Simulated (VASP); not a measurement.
Here is a VASP 6.6.1 calculation.

Contents of INCAR:

```
PREC = Accurate
ENCUT = 520
EDIFF = 1E-6
ISMEAR = 0
SIGMA = 0.02
LREAL = False
LASPH = True
NELM = 150
ALGO = Normal
ISIF = 2
LWAVE = False
LCHARG = False
LMAXMIX = 4
LDAU = True
LDAUTYPE = 2
LDAUL = -1 2 -1
LDAUU = 0 4 0
LDAUJ = 0 0 0
LDAUPRINT = 1
GGA = PE
NBANDS = 28
```

KPOINTS

```
regular mesh
0
Gamma
  8 8 8
```

Contents of POSCAR:

```
BaTiO3
1.0
    4.0148827726      0.0000000000      0.0000000000
    0.0000000000      4.0148827726      0.0000000000
    0.0000000000      0.0000000000      4.1653628927
Ba Ti O
1 1 3
Direct
    0.5000000000      0.5000000000      0.5878190476
    0.0000000000      0.0000000000      0.1025579099
    0.0000000000      0.5000000000      0.0621182336
    0.5000000000      0.0000000000      0.0621182336
    0.0000000000      0.0000000000      0.5453835654
```

Potentials or basis: VASP PAW PBE potentials, release 64 (Ba_sv, Ti_sv, O).

Run with:

```console
$ cat potpaw_PBE.64/Ba_sv/POTCAR potpaw_PBE.64/Ti_sv/POTCAR potpaw_PBE.64/O/POTCAR > POTCAR
$ mpirun -np 1 vasp_std > vasp.out
```

Predict the pressure.

2.4 GPa.

Predict the largest force.

0.610 eV/Å.

What does it give for the band gap on the k mesh?

2.23 eV, indirect (least direct gap 2.74 eV).

Forces on the atoms (eV/Å):
```
Ba   0.000  0.000 -0.049
Ti   0.000  0.000 -0.598
O    0.000  0.000  0.018
O    0.000  0.000  0.018
O    0.000  0.000  0.610
```

Caveat: spin-orbit coupling is left out, which moves the levels of the heavy elements. A k mesh can miss the band edges.
